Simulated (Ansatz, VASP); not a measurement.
**Ta: VASP beside Ansatz**

```
CELL_PARAMETERS angstrom
2.59037 0.00000 0.00000
0.00000 2.59037 0.00000
0.00000 0.00000 2.59037
ATOMIC_POSITIONS crystal
Ta 0.00000 0.00000 0.00000
```

Change from the starting cell: volume scaled by 0.9, LAPW.

Alike in both runs: task single point; functional LDA; k mesh 14 × 14 × 14; occupations fermi-dirac, width 0.05 eV; no spin polarisation.

```csv
,VASP,Ansatz
version,VASP 6.6.1,Ansatz 0.2.0
potentials or method,"VASP PAW LDA potentials, release 64 (Ta_pv), cutoff 520 eV","all-electron LAPW, scalar-relativistic"
```

|  | VASP | Ansatz | Ansatz less VASP |
| --- | --- | --- | --- |
| pressure (GPa) | 21.9 | 20.5 | -1.45 |

LDA's correlation is that of Perdew and Zunger in VASP and of Perdew and Wang (1992) in Ansatz. Ansatz ran all-electron here, and VASP with PAW potentials.

Spin-orbit coupling is off throughout.
